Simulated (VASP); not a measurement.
## Se: single point with PBE

The system is Se.

```
Se
1.0
     1.68763   -0.97435    2.75845
     0.00000    1.94870    2.75845
    -1.68763   -0.97435    2.75845
Se
2
Cartesian
  0.0000 0.0000 2.0688
  0.0000 0.0000 -2.0688
```

This cell differs from its parent crystal: volume scaled by 0.6.

- Program: VASP 6.6.1
- Task: single point
- Functional: PBE
- Potentials or basis: VASP PAW PBE potentials, release 64 (Se)
- Cutoff: 520 eV
- k mesh: 13 × 13 × 13
- Occupations: fermi-dirac, width 0.08 eV
- Spin: no spin polarisation

```json
{
  "Pressure": "105.3 GPa",
  "Band gap on the k mesh": "zero (band 6 reaches 14.61 eV, above the bottom of band 7 at 9.69 eV)"
}
```

Stress tensor (GPa, compression positive):
```
105.24   0.00   0.00
  0.00 105.24   0.00
  0.00   0.00 105.37
```

Levels at points of the mesh, in eV from the Fermi level:
| k point | band 4 | band 5 | band 6 | band 7 | band 8 | band 9 |
| --- | --- | --- | --- | --- | --- | --- |
| (0.00, 0.00, 0.00) | -5.82 | -5.82 | 2.18 | 2.18 | 2.19 | 3.34 |

Run time: 43 s on 1 thread of AMD EPYC 9R45 96-Core Processor (Zen 5), on a shared host, peak memory 0.17 GiB.
